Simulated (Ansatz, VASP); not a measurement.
**Two plane-wave programs on Si2SnSe6**

```
Si Sn Se
1.0
     0.00000    4.88030    4.88030
     4.88030    0.00000    4.88030
     4.88030    4.88030    0.00000
Si Sn Se
2 1 6
Direct
  0.75000 0.75000 0.75000
  0.25000 0.25000 0.25000
  0.00000 0.00000 0.00000
  0.50000 0.00000 0.00000
  0.00000 0.50000 0.50000
  0.00000 0.50000 0.00000
  0.50000 0.00000 0.50000
  0.00000 0.00000 0.50000
  0.50000 0.50000 0.00000
```

Change from the starting cell: ordered vacancies on the A sites of perovskite (Fm-3m, No. 225).

Alike in both runs: functional PBE; k mesh 4 × 4 × 4; occupations gaussian, width 0.1 eV; no spin polarisation.

Ansatz relaxed the structure, and its values are those at the end. VASP's run is a single point on that final structure, the one shown.

```csv
,VASP,Ansatz
version,VASP 6.6.1,Ansatz 0.2.0
potentials or method,"VASP PAW PBE potentials, release 64 (Si, Sn_d, Se), cutoff 520 eV","scalar-relativistic, plane waves, PAW"
valence electrons in the cell,58,118
```

VASP gave:

- gap on the k mesh at the Fermi level (eV): none
- pressure (GPa): 0.2

Which values does Ansatz return?

gap on the k mesh at the Fermi level (eV): none; pressure (GPa): 0.1.

A gap of «none» marks a metal or a gap that the smearing closes. VASP's potentials hold 58 valence electrons a cell and Ansatz's 118, so a difference there can come from the potentials and not from the codes.
